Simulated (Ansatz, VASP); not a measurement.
# Two plane-wave programs on V

POSCAR

```
V
1.0
   -1.4910419155      1.4910419155      1.4910419155
    1.4910419155     -1.4910419155      1.4910419155
    1.4910419155      1.4910419155     -1.4910419155
V
1
Direct
    0.0000000000      0.0000000000      0.0000000000
```

Contents of INCAR.step1:

```
PREC = Accurate
ENCUT = 520
ISMEAR = 0
SIGMA = 0.05
LREAL = False
LASPH = True
NELM = 150
ISPIN = 2
MAGMOM = 0.05
LMAXMIX = 4
NBANDS = 16
GGA = PE
ALGO = Normal
EDIFF = 1E-4
LWAVE = True
LCHARG = False
```

The input INCAR.step2:

```
PREC = Accurate
ENCUT = 520
EDIFF = 1E-6
ISMEAR = 0
SIGMA = 0.05
LREAL = False
LASPH = True
NELM = 150
ALGO = Normal
ISIF = 2
LWAVE = False
LCHARG = True
ISPIN = 2
MAGMOM = 0.05
LORBIT = 11
LMAXMIX = 4
METAGGA = R2SCAN
LMIXTAU = True
LELF = True
LVHAR = True
NBANDS = 16
ISTART = 1
```

File KPOINTS:

```
regular mesh
0
Gamma
  20 20 20
```

Input for Ansatz:

```yaml
crystal:
  lattice:
    - [-1.4910419199, 1.4910419199, 1.4910419199]
    - [1.4910419199, -1.4910419199, 1.4910419199]
    - [1.4910419199, 1.4910419199, -1.4910419199]
  atoms:
    - { symbol: V, position: [0.0, 0.0, 0.0], spin: 0.05 }
basis:
  ecutwfc: 600
  ecutrho_ratio: 5
kpoints:
  mp_grid: { grid: [20, 20, 20] }
  band_path:
    path:
      - [[0.0, 0.0, 0.0], [0.5, -0.5, 0.5], [0.0, 0.0, 0.5], [0.0, 0.0, 0.0], [0.25, 0.25, 0.25], [0.5, -0.5, 0.5]]
      - [[0.25, 0.25, 0.25], [0.0, 0.0, 0.5]]
    npoints: 14
hamiltonian:
  xc: r2scan
scf:
  occupations: { method: gaussian, width: 0.05 }
  n_extra_bands: 10
output:
  forces: true
  stress: true
  eigenvalues: true
  populations: true
  dos: { projected: true, de: 0.02, nscf_kmesh: { grid: [30, 30, 30] } }
  bader: true
magnetization:
  spin_polarized: true
checkpoint:
  read: start.run
  write: ck
  compress: false
  write_wavefunctions: false
  write_every: 100000
```

Alike in both runs: task single point; functional r2SCAN; k mesh 20 × 20 × 20; occupations gaussian, width 0.05 eV; collinear spin.

|  | VASP | Ansatz |
| --- | --- | --- |
| version | VASP 6.6.1 | Ansatz 0.2.0 |
| potentials or method | VASP PAW PBE potentials, release 64 (V_sv), cutoff 520 eV | scalar-relativistic, plane waves, PAW |
| valence electrons in the cell | 13 | 13 |

Ansatz gave:

```
gap on the k mesh at the Fermi level (eV)                     : none
pressure (GPa)                                                : 0.0
net moment per atom (μB)                                      : 0.04
size of the moment on the site where the two differ most (μB) : 0.03
```

Estimate VASP's values.

gap on the k mesh at the Fermi level (eV): none; pressure (GPa): 0.7; net moment per atom (μB): 0.00; size of the moment on the site where the two differ most (μB): 0.00.

VASP's potentials were made for PBE, not for r2SCAN. Site moments also hang on the region over which each program counts them. A gap of «none» marks a metal or a gap that the smearing closes. Ansatz's warnings: stability check not made.
